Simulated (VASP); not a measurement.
# Ti4H in VASP: further runs, part 2 of 2

VASP 6.6.1. Earlier steps stand in the parts before.

## Step 3: Single point, PBE

Contents of INCAR:

```
ALGO = Normal ; DIPOL = 0.5 0.5 0.348
EDIFF = 1E-6 ; ENCUT = 520
GGA = PE ; IDIPOL = 3
ISIF = 2 ; ISMEAR = 0
LASPH = T ; LCHARG = F
LDIPOL = T ; LREAL = F
LWAVE = F ; NBANDS = 32
NELM = 100 ; PREC = Accurate
SIGMA = 0.1
```

Contents of KPOINTS:

```
k-points
0
Gamma
  8 8 1
```

Contents of POSCAR:

```
Ti4H
1.0
    3.2553359259      0.0000000000      0.0000000000
    0.0000000000      3.2553359259      0.0000000000
    0.0000000000      0.0000000000     20.1793674375
Ti H
4 1
Direct
    0.5000000000      0.5000000000      0.1982222690
    0.0000000000      0.0000000000      0.2788822782
    0.5000000000      0.5000000000      0.3551865247
    0.0000000000      0.0000000000      0.4301109767
    0.2500000000      0.3750000000      0.4792144490
```

Potentials or basis: VASP PAW PBE potentials, release 64 (Ti_sv, H).

Command:

```
> cat potpaw_PBE.64/Ti_sv/POTCAR potpaw_PBE.64/H/POTCAR > POTCAR
> mpirun -np 1 vasp_std > vasp.out
```

OUTCAR:

```text
EDIFF = 1E-6
   ENCUT = 520
   GGA = PE
   ISIF = 2
   ISMEAR = 0
   LASPH = T
   LREAL = F
   NELM = 100
   PREC = Accurate

 ion  position               nearest neighbor table
   1  0.500  0.500  0.198-   2 2.82   2 2.82   2 2.82   2 2.82
   2  0.000  0.000  0.279-   3 2.77   3 2.77   3 2.77   3 2.77   1 2.82   1 2.82   1 2.82   1 2.82

   3  0.500  0.500  0.355-   4 2.75   4 2.75   4 2.75   4 2.75   2 2.77   2 2.77   2 2.77   2 2.77

   4  0.000  0.000  0.430-   5 1.77   3 2.75   3 2.75   3 2.75   3 2.75
   5  0.250  0.375  0.479-   4 1.77

  LATTYP: Found a simple tetragonal cell.
 ALAT       =     3.2553359259
 C/A-ratio  =     6.1988587036

  Lattice vectors:

 A1 = (   3.2553359259,   0.0000000000,   0.0000000000)
 A2 = (   0.0000000000,   3.2553359259,   0.0000000000)
 A3 = (   0.0000000000,   0.0000000000,  20.1793674375)

Analysis of symmetry for initial positions (statically):
=====================================================================
 Subroutine PRICEL returns:
 Original cell was already a primitive cell.

 Routine SETGRP: Setting up the symmetry group for a
 simple tetragonal supercell.

 Subroutine GETGRP returns: Found  1 space group operations
 (whereof  1 operations were pure point group operations)
 out of a pool of 16 trial point group operations.

The static configuration has the point symmetry C_1 .

Analysis of symmetry for dynamics (positions and initial velocities):
=====================================================================
 Subroutine PRICEL returns:
 Original cell was already a primitive cell.

 Routine SETGRP: Setting up the symmetry group for a
 simple tetragonal supercell.

 Subroutine GETGRP returns: Found  1 space group operations
 (whereof  1 operations were pure point group operations)
 out of a pool of 16 trial point group operations.

The dynamic configuration has the point symmetry C_1 .

 Subroutine INISYM returns: Found  1 space group operations
 (whereof  1 operations are pure point group operations),
 and found     1 'primitive' translations

----------------------------------------------------------------------------------------

                                     Primitive cell

  volume of cell :     213.8450

  direct lattice vectors                    reciprocal lattice vectors
     3.255335926  0.000000000  0.000000000     0.307187959  0.000000000  0.000000000
     0.000000000  3.255335926  0.000000000     0.000000000  0.307187959  0.000000000
     0.000000000  0.000000000 20.179367438     0.000000000  0.000000000  0.049555567

  length of vectors
     3.255335926  3.255335926 20.179367438     0.307187959  0.307187959  0.049555567

  position of ions in fractional coordinates (direct lattice)
     0.500000000  0.500000000  0.198222269
     0.000000000  0.000000000  0.278882278
     0.500000000  0.500000000  0.355186525
     0.000000000  0.000000000  0.430110977
     0.250000000  0.375000000  0.479214449

  ion indices of the primitive-cell ions
   primitive index   ion index
                 1           1
                 2           2
                 3           3
[... 34 lines left out ...]
  0.250000  0.000000  0.000000      2.000000
  0.000000  0.250000  0.000000      2.000000
  0.375000  0.000000  0.000000      2.000000
[... 16 lines left out ...]
 -0.250000  0.250000  0.000000      2.000000
  0.375000  0.250000  0.000000      2.000000
 [... further k-points ...]
   k-points           NKPTS =     34   k-points in BZ     NKDIM =     34   number of bands    NBANDS=     32
   number of dos      NEDOS =    301   number of ions     NIONS =      5
   total plane-waves  NPLWV =  86400
   dimension x,y,z NGX =    24 NGY =   24 NGZ =  150
   dimension x,y,z NGXF=    48 NGYF=   48 NGZF=  300
   ions per type =               4   1
   NGX,Y,Z   is equivalent  to a cutoff of  12.26, 12.26, 12.36 a.u.
   NGXF,Y,Z  is equivalent  to a cutoff of  24.51, 24.51, 24.72 a.u.
 SYSTEM =  unknown system
   PREC   = accura    normal or accurate (medium, high low for compatibility)
   ISTART =      0    job   : 0-new  1-cont  2-samecut
   ICHARG =      2    charge: 1-file 2-atom 10-const
   ISPIN  =      1    spin polarized calculation?
   LNONCOLLINEAR =      F non collinear calculations
   LSORBIT =      F    spin-orbit coupling
   LASPH  =      T    aspherical Exc in radial PAW
   ENCUT  =  520.0 eV  38.22 Ry    6.18 a.u.   6.05  6.05 37.52*2*pi/ulx,y,z
   NELM   =    100;   NELMIN=  2; NELMDL= -5     # of ELM steps
   EDIFF  = 0.1E-05   stopping-criterion for ELM
   LREAL  =      F    real-space projection
   EDIFFG = 0.1E-04   stopping-criterion for IOM
   NSW    =      0    number of steps for IOM
   IBRION =     -1    ionic relax: 0-MD 1-quasi-New 2-CG
   NFREE  =      0    steps in history (QN), initial steepest desc. (CG)
   ISIF   =      2    stress and relaxation
   ISYM   =      2    0-nonsym 1-usesym 2-fastsym
   POTIM  = 0.5000    time-step for ionic-motion
   TEBEG  =    0.0;   TEEND  =   0.0 temperature during run
   PSTRESS=    0.0 pullay stress
   NELECT =      49.0000    total number of electrons
   NUPDOWN=      -1.0000    fix difference up-down
   EMIN   =  10.00;   EMAX   =-10.00  energy-range for DOS
   EFERMI =   0.00;   METHOD = LEGACY
   ISMEAR =     0;   SIGMA  =   0.10  broadening in eV -4-tet -1-fermi 0-gaus
   EFERMI_NEDOS =   21; number of points for ismear=-14 and -15
   IALGO  =     38    algorithm
   IMIX   =      4    mixing-type and parameters
     AMIX     =   0.40;   BMIX     =  1.00
     AMIX_MAG =   1.60;   BMIX_MAG =  1.00
  volume/ion in A,a.u.               =      42.77       288.62
  Fermi-wavevector in a.u.,A,eV,Ry     =   1.001783  1.893096 13.654397  1.003570
  Thomas-Fermi vector in A             =   2.134228
   LORBIT       =      0    0 simple, 1 ext, 2 COOP (PROOUT), +10 PAW based schemes
   GGA     = PE    functional components
   LHFCALC =     F    Hartree Fock is set to
   AEXX    =    0.0000 exact exchange contribution
   IVDW    =     0    specifies the selected vdW correction
   LEPSILON=     F    determine dielectric tensor
   LRPA    =     F    only Hartree local field effects (RPA)
 non-spin polarized calculation
 Gauss-broadening in eV      SIGMA  =   0.10
  energy-cutoff  :      520.00
  volume of cell :      213.85
 maximum number of plane-waves:      5808
   NGX = 13   NGY = 13   NGZ = 75

 dipolmoment           0.000000      0.000000     -0.298866 electrons x Angstroem

 number of electron      49.0000022 magnetization

 dipolmoment           0.000000      0.000000      0.050145 electrons x Angstroem

 Free energy of the ion-electron system (eV)
  ---------------------------------------------------
  ext. energy  EPLUGINS =         0.00000000
  ---------------------------------------------------
  free energy    TOTEN  =       -32.40847534 eV

  energy without entropy =      -32.36440868  energy(sigma->0) =      -32.38644201

 E-fermi :   0.3871     XC(G=0):  -4.8489

 val. band max:        0.3804266410   @ k =  -0.2500   0.1250   0.0000
 cond. band min:       0.3887955772   @ k =  -0.1250   0.5000   0.0000
 fundamental gap:      0.0083689362
 Fermi energy:         0.3871179562

 k-point     1 :       0.0000    0.0000    0.0000
  band No.  band energies     occupation
      1     -56.6989      2.00000
      2     -56.4977      2.00000
      3     -55.9701      2.00000
      4     -55.7946      2.00000
      5     -33.0529      2.00000
      6     -32.8547      2.00000
[... 829 lines left out ...]
     31       2.0975      0.00000
     32       2.1661      0.00000

 [... further k-points ...]

------------------------ aborting loop because EDIFF is reached ----------------------------------------

 vacuum level on the upper side and lower side of the slab       (xc-potential included)         0.288        -0.570

  FORCE on cell =-STRESS in cart. coord.  units (eV):
  Direction    XX          YY          ZZ          XY          YZ          ZX
  --------------------------------------------------------------------------------------
  -------------------------------------------------------------------------------------
  Total       -2.1269190     -2.8079630     -0.8791438      0.9086360      1.0388196      0.7531357
  in kB      -15.9353780    -21.0379200     -6.5867522      6.8077147      7.7830807      5.6426702
  external PRESSURE =     -14.5200167 kB  Pullay stress =       0.0000000 kB

 VOLUME and BASIS-vectors are now :
 -----------------------------------------------------------------------------
  energy-cutoff  :      520.00
  volume of cell :      213.85
      direct lattice vectors                 reciprocal lattice vectors
     3.255335926  0.000000000  0.000000000     0.307187959  0.000000000  0.000000000
     0.000000000  3.255335926  0.000000000     0.000000000  0.307187959  0.000000000
     0.000000000  0.000000000 20.179367438     0.000000000  0.000000000  0.049555567

 POSITION                                       TOTAL-FORCE (eV/Angst)
 -----------------------------------------------------------------------------------
      1.62767      1.62767      4.00000         0.020861      0.000949      0.541268
      0.00000      0.00000      5.62767         0.057369      0.058709     -0.614410
      1.62767      1.62767      7.16744        -0.258080     -0.162064      0.132783
      0.00000      0.00000      8.67937        -0.461830     -0.883939     -0.073269
      0.81383      1.22075      9.67024         0.641680      0.986345      0.013628
 -----------------------------------------------------------------------------------
    total drift:                                0.000005      0.000010     -0.000340

  FREE ENERGIE OF THE ION-ELECTRON SYSTEM (eV)
  ---------------------------------------------------
  free  energy   TOTEN  =       -32.4084753359 eV

  energy  without entropy=      -32.3644086761  energy(sigma->0) =      -32.38644201

 vacuum level on the upper side and lower side of the slab         4.320         3.403
```

OSZICAR:

```text
N       E                     dE             d eps       ncg     rms          rms(c)
DAV:   1     0.563262001872E+03    0.56326E+03   -0.26390E+04  2608   0.148E+03
DAV:   2     0.367715130503E+02   -0.52649E+03   -0.51265E+03  2400   0.477E+02
DAV:   3    -0.277364799789E+02   -0.64508E+02   -0.62992E+02  3768   0.147E+02
[... 21 lines left out ...]
DAV:  25    -0.324084556051E+02   -0.46517E-04   -0.55126E-06  2064   0.159E-02    0.572E-03
DAV:  26    -0.324084683212E+02   -0.12716E-04   -0.15121E-06  1832   0.736E-03    0.223E-03
DAV:  27    -0.324084724838E+02   -0.41626E-05   -0.40979E-07  1608   0.562E-03    0.162E-03
DAV:  28    -0.324084749858E+02   -0.25020E-05   -0.33899E-07  1616   0.308E-03    0.553E-04
DAV:  29    -0.324084753359E+02   -0.35014E-06   -0.10656E-07  1368   0.191E-03
   1 F= -.32408475E+02 E0= -.32386442E+02  d E =-.440667E-01
```

stdout:

```text
POSCAR found type information on POSCAR TiH
 POSCAR found :  2 types and       5 ions
 scaLAPACK will be used
 LDA part: xc-table for (Slater+PW92), standard interpolation
 POSCAR, INCAR and KPOINTS ok, starting setup
 FFT: planning ... GRIDC
 FFT: planning ... GRID_SOFT
 FFT: planning ... GRID
 WAVECAR not read
 entering main loop
```

Run time: 4.8 min. Hardware: 1 thread of Intel Xeon Platinum 8488C (Sapphire Rapids), shared host; peak memory 0.38 GiB.

What came out:

| Item | Value |
| --- | --- |
| Free energy | -32.4085 eV |
| Largest force | 1.177 eV/Å |
| Band gap on the k mesh | zero (an odd number of electrons rules out a gap without spin polarisation) |

Forces in eV/Å, atoms in the order of the input:
```
Ti   0.021  0.001  0.541
Ti   0.057  0.059 -0.614
Ti  -0.258 -0.162  0.133
Ti  -0.462 -0.884 -0.073
H    0.642  0.986  0.014
```

## Step 4: Single point, PBE

Contents of INCAR:

```
  ALGO = Normal
  DIPOL = 0.5 0.5 0.351
  EDIFF = 1E-7
  ENCUT = 520
  GGA = PE
  IDIPOL = 3
  ISIF = 2
  ISMEAR = 0
  LASPH = True
  LCHARG = True
  LDIPOL = True
  LELF = True
  LREAL = False
  LVACPOTAV = True
  LVHAR = True
  LWAVE = False
  NBANDS = 32
  NELM = 60
  PREC = Accurate
  SIGMA = 0.1
```

KPOINTS is that of step 3.

POSCAR: that of step 3 with these lines changed.

```diff
@@ -12,2 +12,2 @@
     0.0000000000      0.0000000000      0.4301109767
-    0.2500000000      0.3750000000      0.4792144490
+    0.1250000000      0.3750000000      0.4907327448
```

Potentials or basis: VASP PAW PBE potentials, release 64 (Ti_sv, H).

Command:

```
> cat potpaw_PBE.64/Ti_sv/POTCAR potpaw_PBE.64/H/POTCAR > POTCAR
> mpirun -np 1 vasp_std > vasp.out
```

OUTCAR:

```text
EDIFF = 1E-7
   ENCUT = 520
   GGA = PE
   ISIF = 2
   ISMEAR = 0
   LASPH = True
   LREAL = False
   NELM = 60
   PREC = Accurate

 ion  position               nearest neighbor table
   1  0.500  0.500  0.198-   2 2.82   2 2.82   2 2.82   2 2.82
   2  0.000  0.000  0.279-   3 2.77   3 2.77   3 2.77   3 2.77   1 2.82   1 2.82   1 2.82   1 2.82

   3  0.500  0.500  0.355-   4 2.75   4 2.75   4 2.75   4 2.75   2 2.77   2 2.77   2 2.77   2 2.77

   4  0.000  0.000  0.430-   5 1.78   3 2.75   3 2.75   3 2.75   3 2.75
   5  0.125  0.375  0.491-   4 1.78

  LATTYP: Found a simple tetragonal cell.
 ALAT       =     3.2553359259
 C/A-ratio  =     6.1988587036

  Lattice vectors:

 A1 = (   3.2553359259,   0.0000000000,   0.0000000000)
 A2 = (   0.0000000000,   3.2553359259,   0.0000000000)
 A3 = (   0.0000000000,   0.0000000000,  20.1793674375)

Analysis of symmetry for initial positions (statically):
=====================================================================
 Subroutine PRICEL returns:
 Original cell was already a primitive cell.

 Routine SETGRP: Setting up the symmetry group for a
 simple tetragonal supercell.

 Subroutine GETGRP returns: Found  1 space group operations
 (whereof  1 operations were pure point group operations)
 out of a pool of 16 trial point group operations.

The static configuration has the point symmetry C_1 .

Analysis of symmetry for dynamics (positions and initial velocities):
=====================================================================
 Subroutine PRICEL returns:
 Original cell was already a primitive cell.

 Routine SETGRP: Setting up the symmetry group for a
 simple tetragonal supercell.

 Subroutine GETGRP returns: Found  1 space group operations
 (whereof  1 operations were pure point group operations)
 out of a pool of 16 trial point group operations.

The dynamic configuration has the point symmetry C_1 .

 Subroutine INISYM returns: Found  1 space group operations
[... 123 lines left out ...]
     AMIX_MAG =   1.60;   BMIX_MAG =  1.00
  volume/ion in A,a.u.               =      42.77       288.62
  Fermi-wavevector in a.u.,A,eV,Ry     =   1.001783  1.893096 13.654397  1.003570
  Thomas-Fermi vector in A             =   2.134228
   LORBIT       =      0    0 simple, 1 ext, 2 COOP (PROOUT), +10 PAW based schemes
   GGA     = PE    functional components
   LHFCALC =     F    Hartree Fock is set to
   AEXX    =    0.0000 exact exchange contribution
   IVDW    =     0    specifies the selected vdW correction
   LEPSILON=     F    determine dielectric tensor
   LRPA    =     F    only Hartree local field effects (RPA)
 non-spin polarized calculation
 Gauss-broadening in eV      SIGMA  =   0.10
  energy-cutoff  :      520.00
  volume of cell :      213.85
 maximum number of plane-waves:      5808
   NGX = 13   NGY = 13   NGZ = 75

 dipolmoment           0.000000      0.000000     -0.219927 electrons x Angstroem

 number of electron      49.0000022 magnetization

 dipolmoment           0.000000      0.000000      0.104477 electrons x Angstroem

 Free energy of the ion-electron system (eV)
  ---------------------------------------------------
  ext. energy  EPLUGINS =         0.00000000
  ---------------------------------------------------
  free energy    TOTEN  =       -32.23985442 eV

  energy without entropy =      -32.19175530  energy(sigma->0) =      -32.21580486

 E-fermi :   0.0320     XC(G=0):  -4.8526

 val. band max:        0.0317362367   @ k =   0.3750   0.0000   0.0000
 cond. band min:       0.0387502581   @ k =   0.5000   0.1250   0.0000
 fundamental gap:      0.0070140214
 Fermi energy:         0.0319525144

 k-point     1 :       0.0000    0.0000    0.0000
  band No.  band energies     occupation
      1     -57.0533      2.00000
      2     -56.7732      2.00000
      3     -56.3200      2.00000
      4     -56.1404      2.00000
      5     -33.4130      2.00000
      6     -33.2087      2.00000
[... 829 lines left out ...]
     31       1.7192      0.00000
     32       1.8137      0.00000

 [... further k-points ...]
[... 5 lines left out ...]
  --------------------------------------------------------------------------------------
  -------------------------------------------------------------------------------------
  Total       -1.7752837     -3.3125662     -0.1951815      0.4770394      1.2424747      0.4253492
  in kB      -13.3008435    -24.8185260     -1.4623460      3.5740915      9.3089130      3.1868165
  external PRESSURE =     -13.1939051 kB  Pullay stress =       0.0000000 kB

 VOLUME and BASIS-vectors are now :
 -----------------------------------------------------------------------------
  energy-cutoff  :      520.00
  volume of cell :      213.85
      direct lattice vectors                 reciprocal lattice vectors
     3.255335926  0.000000000  0.000000000     0.307187959  0.000000000  0.000000000
     0.000000000  3.255335926  0.000000000     0.000000000  0.307187959  0.000000000
     0.000000000  0.000000000 20.179367438     0.000000000  0.000000000  0.049555567

 POSITION                                       TOTAL-FORCE (eV/Angst)
 -----------------------------------------------------------------------------------
      1.62767      1.62767      4.00000         0.014709     -0.006881      0.568292
      0.00000      0.00000      5.62767         0.017083      0.055773     -0.589732
      1.62767      1.62767      7.16744        -0.147020     -0.194026     -0.474215
      0.00000      0.00000      8.67937        -0.149700     -0.743518      0.514431
      0.40692      1.22075      9.90268         0.264927      0.888652     -0.018776
 -----------------------------------------------------------------------------------
    total drift:                                0.000017      0.000029     -0.000099

  FREE ENERGIE OF THE ION-ELECTRON SYSTEM (eV)
  ---------------------------------------------------
  free  energy   TOTEN  =       -32.2398544185 eV

  energy  without entropy=      -32.1917553042  energy(sigma->0) =      -32.21580486

 vacuum level on the upper side and lower side of the slab         4.990         3.205
```

Wall time 5 min (1 thread of Intel Xeon Platinum 8488C (Sapphire Rapids), shared host); peak memory 0.39 GiB.

Results:

* Free energy: -32.2399 eV
* Largest force: 0.927 eV/Å
* Band gap on the k mesh: zero (an odd number of electrons rules out a gap without spin polarisation)

Forces on the atoms (eV/Å):
```
Ti   0.015 -0.007  0.568
Ti   0.017  0.056 -0.590
Ti  -0.147 -0.194 -0.474
Ti  -0.150 -0.744  0.514
H    0.265  0.889 -0.019
```

Levels at points of the mesh, in eV from the Fermi level:
```csv
k point,band 22,band 23,band 24,band 25,band 26,band 27
"(0.00, 0.00, 0.00)",-1.03,-0.54,0.17,0.71,0.90,0.91
"(0.50, 0.00, 0.00)",-0.35,-0.21,-0.18,0.06,0.43,0.70
"(0.00, 0.50, 0.00)",-0.36,-0.19,-0.19,0.04,0.41,0.77
"(0.50, 0.50, 0.00)",-0.68,-0.57,-0.37,-0.36,-0.09,0.20
```

## Step 5: The runs side by side

| cell | gap on the mesh (eV) | largest force (eV/Å) |
| --- | --- | --- |
| as given, atomic positions A | none | 0.81 |
| as given, atomic positions B | none | 1.18 |
| as given, atomic positions C | none | 0.93 |

Alike in all rows: task single point; level PBE; potentials or basis VASP PAW PBE potentials, release 64 (Ti_sv, H); no spin polarisation; k mesh 8 × 8 × 1; cutoff (eV) 520; smearing gaussian 0.1 eV.

Absolute energies hang on the potentials; compare differences alone.
